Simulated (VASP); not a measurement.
# Re2C3 (Pm-3m) in VASP: a series of runs

The runs below take Re2C3 through single point, relaxation of cell and atoms, with PBE.

Program: VASP 6.6.1. These are calculated values, not measurements. Logs are shortened: lines on timing, memory, paths and dates and some standing lists are left out, and cuts for length are marked.

## 1. The cell of the first run

Symmetry: Pm-3m, No. 221, cubic system. The conventional cell has a = 3.926 Å, b = 3.926 Å, c = 3.926 Å, α = 90.00°, β = 90.00°, γ = 90.00°. Within 3.7 Å of Re (site symmetry m-3m) lie 12 C at 2.78 Å and 8 Re at 3.40 Å. Re (site symmetry m-3m) has 6 C at 1.96 Å within 2.6 Å. C (site symmetry 4/mmm) has 2 Re at 1.96 Å within 2.6 Å.

## 2. Single point, PBE

Input file INCAR:

```
PREC = Accurate
ENCUT = 520
EDIFF = 1E-6
ISMEAR = 0
SIGMA = 0.1
LREAL = F
LASPH = T
NELM = 100
ALGO = Normal
ISIF = 2
LWAVE = F
LCHARG = F
GGA = PE
NBANDS = 21
```

Input file KPOINTS:

```
Automatic mesh
0
Gamma
  4 4 4
```

Input file POSCAR:

```
Re2C3
1.0
    3.9263937827      0.0000000000      0.0000000000
    0.0000000000      3.9263937827      0.0000000000
    0.0000000000      0.0000000000      3.9263937827
Re C
2 3
Direct
    0.5000000000      0.5000000000      0.5000000000
    0.0000000000      0.0000000000      0.0000000000
    0.5000000000      0.0000000000      0.0000000000
    0.0000000000      0.5000000000      0.0000000000
    0.0000000000      0.0000000000      0.5000000000
```

Potentials or basis: VASP PAW PBE potentials, release 64 (Re, C).

Command:

```bash
> cat potpaw_PBE.64/Re/POTCAR potpaw_PBE.64/C/POTCAR > POTCAR
> mpirun -np 1 vasp_std > vasp.out
```

OUTCAR:

```text
PREC = Accurate
   ENCUT = 520
   EDIFF = 1E-6
   ISMEAR = 0
   LREAL = F
   LASPH = T
   NELM = 100
   ISIF = 2
   GGA = PE

 ion  position               nearest neighbor table
   1  0.500  0.500  0.500-   2 3.40   2 3.40   2 3.40   2 3.40   2 3.40   2 3.40   2 3.40   2 3.40

   2  0.000  0.000  0.000-   3 1.96   4 1.96   5 1.96   5 1.96   4 1.96   3 1.96   1 3.40   1 3.40
                             1 3.40   1 3.40   1 3.40   1 3.40   1 3.40   1 3.40
   3  0.500  0.000  0.000-   2 1.96   2 1.96
   4  0.000  0.500  0.000-   2 1.96   2 1.96
   5  0.000  0.000  0.500-   2 1.96   2 1.96

  LATTYP: Found a simple cubic cell.
 ALAT       =     3.9263937827

  Lattice vectors:

 A1 = (   3.9263937827,   0.0000000000,   0.0000000000)
 A2 = (   0.0000000000,   3.9263937827,   0.0000000000)
 A3 = (   0.0000000000,   0.0000000000,   3.9263937827)

Analysis of symmetry for initial positions (statically):
=====================================================================
 Subroutine PRICEL returns:
 Original cell was already a primitive cell.

 Routine SETGRP: Setting up the symmetry group for a
 simple cubic supercell.

 Subroutine GETGRP returns: Found 48 space group operations
 (whereof 48 operations were pure point group operations)
 out of a pool of 48 trial point group operations.

The static configuration has the point symmetry O_h .

Analysis of symmetry for dynamics (positions and initial velocities):
=====================================================================
 Subroutine PRICEL returns:
 Original cell was already a primitive cell.

 Routine SETGRP: Setting up the symmetry group for a
 simple cubic supercell.

 Subroutine GETGRP returns: Found 48 space group operations
 (whereof 48 operations were pure point group operations)
 out of a pool of 48 trial point group operations.

The dynamic configuration has the point symmetry O_h .

 Subroutine INISYM returns: Found 48 space group operations
 (whereof 48 operations are pure point group operations),
 and found     1 'primitive' translations

----------------------------------------------------------------------------------------

                                     Primitive cell

  volume of cell :      60.5315

  direct lattice vectors                    reciprocal lattice vectors
     3.926393783  0.000000000  0.000000000     0.254686630  0.000000000  0.000000000
     0.000000000  3.926393783  0.000000000     0.000000000  0.254686630  0.000000000
     0.000000000  0.000000000  3.926393783     0.000000000  0.000000000  0.254686630

  length of vectors
     3.926393783  3.926393783  3.926393783     0.254686630  0.254686630  0.254686630

  position of ions in fractional coordinates (direct lattice)
     0.500000000  0.500000000  0.500000000
     0.000000000  0.000000000  0.000000000
     0.500000000  0.000000000  0.000000000
     0.000000000  0.500000000  0.000000000
     0.000000000  0.000000000  0.500000000

  ion indices of the primitive-cell ions
   primitive index   ion index
                 1           1
                 2           2
                 3           3
                 4           4
                 5           5

----------------------------------------------------------------------------------------

 KPOINTS: Automatic mesh

Automatic generation of k-mesh.
 Grid dimensions read from file:
 generate k-points for:    4    4    4

 Generating k-lattice:

  Cartesian coordinates                     Fractional coordinates (reciprocal lattice)
     0.063671657  0.000000000  0.000000000     0.250000000  0.000000000  0.000000000
     0.000000000  0.063671657  0.000000000     0.000000000  0.250000000  0.000000000
     0.000000000  0.000000000  0.063671657     0.000000000  0.000000000  0.250000000

  Length of vectors
     0.063671657  0.063671657  0.063671657

  Shift w.r.t. Gamma in fractional coordinates (k-lattice)
     0.000000000  0.000000000  0.000000000

 Subroutine IBZKPT returns following result:
 ===========================================

 Found     10 irreducible k-points:

 Following reciprocal coordinates:
            Coordinates               Weight
  0.000000  0.000000  0.000000      1.000000
  0.250000  0.000000  0.000000      6.000000
  0.500000  0.000000  0.000000      3.000000
  0.250000  0.250000  0.000000     12.000000
  0.500000  0.250000  0.000000     12.000000
  0.500000  0.500000  0.000000      3.000000
  0.250000  0.250000  0.250000      8.000000
  0.500000  0.250000  0.250000     12.000000
  0.500000  0.500000  0.250000      6.000000
  0.500000  0.500000  0.500000      1.000000
   k-points           NKPTS =     10   k-points in BZ     NKDIM =     10   number of bands    NBANDS=     21
   number of dos      NEDOS =    301   number of ions     NIONS =      5
   total plane-waves  NPLWV =  27000
   dimension x,y,z NGX =    30 NGY =   30 NGZ =   30
   dimension x,y,z NGXF=    60 NGYF=   60 NGZF=   60
   ions per type =               2   3
   NGX,Y,Z   is equivalent  to a cutoff of  12.70, 12.70, 12.70 a.u.
   NGXF,Y,Z  is equivalent  to a cutoff of  25.40, 25.40, 25.40 a.u.
 SYSTEM =  unknown system
   PREC   = accura    normal or accurate (medium, high low for compatibility)
   ISTART =      0    job   : 0-new  1-cont  2-samecut
   ICHARG =      2    charge: 1-file 2-atom 10-const
   ISPIN  =      1    spin polarized calculation?
   LNONCOLLINEAR =      F non collinear calculations
   LSORBIT =      F    spin-orbit coupling
   LASPH  =      T    aspherical Exc in radial PAW
   ENCUT  =  520.0 eV  38.22 Ry    6.18 a.u.   7.30  7.30  7.30*2*pi/ulx,y,z
   NELM   =    100;   NELMIN=  2; NELMDL= -5     # of ELM steps
   EDIFF  = 0.1E-05   stopping-criterion for ELM
   LREAL  =      F    real-space projection
   EDIFFG = 0.1E-04   stopping-criterion for IOM
   NSW    =      0    number of steps for IOM
   IBRION =     -1    ionic relax: 0-MD 1-quasi-New 2-CG
   NFREE  =      0    steps in history (QN), initial steepest desc. (CG)
   ISIF   =      2    stress and relaxation
   ISYM   =      2    0-nonsym 1-usesym 2-fastsym
   POTIM  = 0.5000    time-step for ionic-motion
   TEBEG  =    0.0;   TEEND  =   0.0 temperature during run
   PSTRESS=    0.0 pullay stress
   NELECT =      26.0000    total number of electrons
   NUPDOWN=      -1.0000    fix difference up-down
   EMIN   =  10.00;   EMAX   =-10.00  energy-range for DOS
   EFERMI =   0.00;   METHOD = LEGACY
   ISMEAR =     0;   SIGMA  =   0.10  broadening in eV -4-tet -1-fermi 0-gaus
   EFERMI_NEDOS =   21; number of points for ismear=-14 and -15
   IALGO  =     38    algorithm
   IMIX   =      4    mixing-type and parameters
     AMIX     =   0.40;   BMIX     =  1.00
     AMIX_MAG =   1.60;   BMIX_MAG =  1.00
  volume/ion in A,a.u.               =      12.11        81.70
  Fermi-wavevector in a.u.,A,eV,Ry     =   1.235204  2.334197 20.758809  1.525729
  Thomas-Fermi vector in A             =   2.369863
   LORBIT       =      0    0 simple, 1 ext, 2 COOP (PROOUT), +10 PAW based schemes
   GGA     = PE    functional components
   LHFCALC =     F    Hartree Fock is set to
   AEXX    =    0.0000 exact exchange contribution
   IVDW    =     0    specifies the selected vdW correction
   LEPSILON=     F    determine dielectric tensor
   LRPA    =     F    only Hartree local field effects (RPA)
 non-spin polarized calculation
 Gauss-broadening in eV      SIGMA  =   0.10
  energy-cutoff  :      520.00
  volume of cell :       60.53
 maximum number of plane-waves:      1654
 NGX is ok and might be reduce to    30
   NGX = 15   NGY = 15   NGZ = 15

 number of electron      26.0000002 magnetization

 Free energy of the ion-electron system (eV)
  ---------------------------------------------------
  ext. energy  EPLUGINS =         0.00000000
  ---------------------------------------------------
  free energy    TOTEN  =       -40.07352933 eV

  energy without entropy =      -40.03721986  energy(sigma->0) =      -40.05537460

 E-fermi :   5.9942     XC(G=0): -12.1303

 val. band max:        5.9698444077   @ k =   0.5000   0.2500   0.2500
 cond. band min:       6.0146547012   @ k =   0.5000   0.2500   0.0000
 fundamental gap:      0.0448102935
 Fermi energy:         5.9941619022

 k-point     1 :       0.0000    0.0000    0.0000
  band No.  band energies     occupation
      1      -8.0150      2.00000
      2      -5.1359      2.00000
      3      -5.1359      2.00000
      4       2.4171      2.00000
      5       2.4171      2.00000
      6       2.4171      2.00000
[... 13 lines left out ...]
     20       7.2276      0.00000
     21       7.5802      0.00000

 k-point     2 :       0.2500    0.0000    0.0000
  band No.  band energies     occupation
      1      -7.4988      2.00000
      2      -5.0284      2.00000
      3      -4.9127      2.00000
      4       0.7382      2.00000
      5       1.9010      2.00000
      6       1.9010      2.00000
[... 13 lines left out ...]
     20       8.3408      0.00000
     21       9.4814      0.00000

 k-point     3 :       0.5000    0.0000    0.0000
  band No.  band energies     occupation
      1      -6.8140      2.00000
      2      -4.9128      2.00000
      3      -4.6990      2.00000
      4      -0.6814      2.00000
      5       1.4433      2.00000
      6       1.4433      2.00000
[... 13 lines left out ...]
     20       9.6558      0.00000
     21      10.9111      0.00000

 k-point     4 :       0.2500    0.2500    0.0000
  band No.  band energies     occupation
      1      -6.9975      2.00000
      2      -4.8814      2.00000
      3      -4.6719      2.00000
      4      -0.0932      2.00000
      5       1.1792      2.00000
      6       1.3932      2.00000
[... 13 lines left out ...]
     20       8.8896      0.00000
     21      11.3221      0.00000

 k-point     5 :       0.5000    0.2500    0.0000
  band No.  band energies     occupation
      1      -6.3843      2.00000
      2      -4.6593      2.00000
      3      -4.3628      2.00000
      4      -0.6910      2.00000
      5      -0.4500      2.00000
      6       1.0905      2.00000
[... 13 lines left out ...]
     20       9.9787      0.00000
     21      12.3853      0.00000

 k-point     6 :       0.5000    0.5000    0.0000
  band No.  band energies     occupation
      1      -6.0259      2.00000
      2      -3.8652      2.00000
      3      -3.8652      2.00000
      4      -1.6320      2.00000
      5      -0.8287      2.00000
      6      -0.5838      2.00000
[... 13 lines left out ...]
     20      10.5647      0.00000
     21      12.9112      0.00000

 k-point     7 :       0.2500    0.2500    0.2500
  band No.  band energies     occupation
      1      -6.4509      2.00000
      2      -4.6032      2.00000
      3      -4.6032      2.00000
      4      -0.4253      2.00000
      5       0.5097      2.00000
      6       0.5097      2.00000
[... 13 lines left out ...]
     20       9.2433      0.00000
     21      11.5699      0.00000

 k-point     8 :       0.5000    0.2500    0.2500
  band No.  band energies     occupation
      1      -5.7803      2.00000
      2      -4.5284      2.00000
      3      -4.1280      2.00000
      4      -0.6850      2.00000
      5      -0.4684      2.00000
      6      -0.0895      2.00000
[... 13 lines left out ...]
     20       9.6745      0.00000
     21      11.0672      0.00000

 k-point     9 :       0.5000    0.5000    0.2500
  band No.  band energies     occupation
      1      -5.2284      2.00000
      2      -3.8285      2.00000
      3      -3.8285      2.00000
      4      -1.2117      2.00000
      5      -0.7931      2.00000
      6      -0.5702      2.00000
[... 13 lines left out ...]
     20       9.6387      0.00000
     21      10.3144      0.00000

 k-point    10 :       0.5000    0.5000    0.5000
  band No.  band energies     occupation
      1      -3.7807      2.00000
      2      -3.7807      2.00000
      3      -3.7807      2.00000
      4      -0.9601      2.00000
      5      -0.7056      2.00000
      6      -0.7056      2.00000
[... 13 lines left out ...]
     20       9.3317      0.00000
     21       9.3317      0.00000

------------------------ aborting loop because EDIFF is reached ----------------------------------------

  FORCE on cell =-STRESS in cart. coord.  units (eV):
  Direction    XX          YY          ZZ          XY          YZ          ZX
  --------------------------------------------------------------------------------------
  -------------------------------------------------------------------------------------
  Total        0.9432209      0.9432209      0.9432209      0.0000000      0.0000000     -0.0000000
  in kB       24.9656260     24.9656260     24.9656260      0.0000000      0.0000000     -0.0000000
  external PRESSURE =      24.9656260 kB  Pullay stress =       0.0000000 kB

 VOLUME and BASIS-vectors are now :
 -----------------------------------------------------------------------------
  energy-cutoff  :      520.00
  volume of cell :       60.53
      direct lattice vectors                 reciprocal lattice vectors
     3.926393783  0.000000000  0.000000000     0.254686630  0.000000000  0.000000000
     0.000000000  3.926393783  0.000000000     0.000000000  0.254686630  0.000000000
     0.000000000  0.000000000  3.926393783     0.000000000  0.000000000  0.254686630

 POSITION                                       TOTAL-FORCE (eV/Angst)
 -----------------------------------------------------------------------------------
      1.96320      1.96320      1.96320         0.000000      0.000000      0.000000
      0.00000      0.00000      0.00000         0.000000      0.000000      0.000000
      1.96320      0.00000      0.00000         0.000000      0.000000      0.000000
      0.00000      1.96320      0.00000         0.000000      0.000000      0.000000
      0.00000      0.00000      1.96320         0.000000      0.000000      0.000000
 -----------------------------------------------------------------------------------
    total drift:                                0.000000     -0.000000      0.000000

  FREE ENERGIE OF THE ION-ELECTRON SYSTEM (eV)
  ---------------------------------------------------
  free  energy   TOTEN  =       -40.0735293341 eV

  energy  without entropy=      -40.0372198617  energy(sigma->0) =      -40.05537460
```

Run time: 30 s. Hardware: 1 thread of Intel Xeon Platinum 8259CL at 2.50GHz (Skylake/Cascade Lake), shared host; peak memory 0.17 GiB.

Results:

* Free energy: -40.0735 eV
* Pressure: 2.5 GPa
* Band gap on the k mesh: zero (band 13 reaches 6.32 eV, above the bottom of band 14 at 5.81 eV)

Levels at points of the mesh, in eV from the Fermi level:
| k point | band 11 | band 12 | band 13 | band 14 | band 15 | band 16 |
| --- | --- | --- | --- | --- | --- | --- |
| (0.00, 0.00, 0.00) | -1.23 | -0.19 | -0.19 | -0.19 | 0.27 | 0.27 |
| (0.50, 0.00, 0.00) | -1.79 | -0.62 | 0.06 | 0.26 | 0.26 | 2.65 |
| (0.50, 0.50, 0.00) | -0.95 | -0.51 | -0.49 | 0.28 | 0.60 | 0.60 |
| (0.50, 0.50, 0.50) | 0.09 | 0.32 | 0.32 | 0.32 | 0.39 | 2.05 |

Caveat: the k points lie up to 0.40 Å⁻¹ apart; spin-orbit coupling is left out, which moves the levels of the heavy elements.

## 3. Relaxation of cell and atoms, PBE

This run uses another cell than the first one, of 16.32 Å³/atom, 1.348 times its volume.

Input file INCAR:

```
SYSTEM = Re2C3
ALGO = Normal
EDIFF = 1E-7
EDIFFG = -0.04
ENCUT = 600
GGA = PE
IBRION = 2
ISIF = 3
ISMEAR = 0
LASPH = .True.
LCHARG = .False.
LREAL = .False.
LWAVE = .False.
NELM = 100
NSW = 90
PREC = Accurate
SIGMA = 0.1
```

Input file KPOINTS:

```
k-points
0
Gamma
  4 4 4
  0 0 0
```

Changes to POSCAR since step 2:

```diff
@@ -2,5 +2,5 @@
 1.0
-    3.9263937827      0.0000000000      0.0000000000
-    0.0000000000      3.9263937827      0.0000000000
-    0.0000000000      0.0000000000      3.9263937827
+    4.3370673600      0.0000000000      0.0000000000
+    0.0000000000      4.3370673600      0.0000000000
+    0.0000000000      0.0000000000      4.3370673600
 Re C
```

Potentials or basis: VASP PAW PBE potentials, release 64 (Re, C).

Command:

```bash
> cat potpaw_PBE.64/Re/POTCAR potpaw_PBE.64/C/POTCAR > POTCAR
> mpirun -np 1 vasp_std > vasp.out
```

It took 1.9 min on 1 thread of Intel Xeon Platinum 8259CL at 2.50GHz (Skylake/Cascade Lake), shared host; peak memory 0.22 GiB.

The run converged. Its results:

* Free energy: -40.0975 eV
* Relaxed volume: 12.22 Å³/atom
* Relaxed cell: a = 3.938 Å, b = 3.938 Å, c = 3.938 Å, α = 90.00°, β = 90.00°, γ = 90.00°
* Space group after relaxing (to 0.05 Å): Pm-3m (No. 221)
* Energy gained by relaxing: 585.3 meV/atom
* Ionic steps: 5
* Pressure after relaxing: 0.3 GPa
* Band gap on the k mesh: zero (band 13 reaches 6.20 eV, above the bottom of band 14 at 5.73 eV)

Step by step:
| step | energy change (eV) | largest force (eV/Å) | pressure (GPa) | volume (Å³) |
| --- | --- | --- | --- | --- |
| 1 | 0.0000 | 0.0000 | -35.46 | 81.58 |
| 2 | 1.5441 | 0.0000 | 119.81 | 45.94 |
| 3 | -2.9110 | 0.0000 | -3.83 | 62.31 |
| 4 | -2.9244 | 0.0000 | -1.53 | 61.56 |
| 5 | -2.9263 | 0.0000 | 0.25 | 61.09 |

Final structure:
```
CELL_PARAMETERS angstrom
3.93838 0.00000 0.00000
0.00000 3.93838 0.00000
0.00000 0.00000 3.93838
ATOMIC_POSITIONS crystal
Re 0.50000 0.50000 0.50000
Re 0.00000 0.00000 0.00000
C 0.50000 0.00000 0.00000
C 0.00000 0.50000 0.00000
C 0.00000 0.00000 0.50000
```

Levels at points of the mesh, in eV from the Fermi level:
```tsv
k point	band 9	band 10	band 11	band 12	band 13	band 14	band 15	band 16	band 17
(0.00, 0.00, 0.00)	-2.43	-1.21	-1.21	-0.17	-0.17	-0.17	0.27	0.27	0.27
(0.50, 0.00, 0.00)	-3.50	-2.79	-1.77	-0.61	0.05	0.25	0.25	2.62	2.76
(0.50, 0.50, 0.00)	-1.48	-1.48	-0.96	-0.50	-0.48	0.27	0.59	0.59	2.11
(0.50, 0.50, 0.50)	-6.49	0.09	0.09	0.31	0.31	0.31	0.39	2.05	2.05
```

Caveat: the k points lie up to 0.40 Å⁻¹ apart in the final cell; the volume moved by over 15 % at a fixed basis, so the end points are rough; spin-orbit coupling is left out, which moves the levels of the heavy elements.
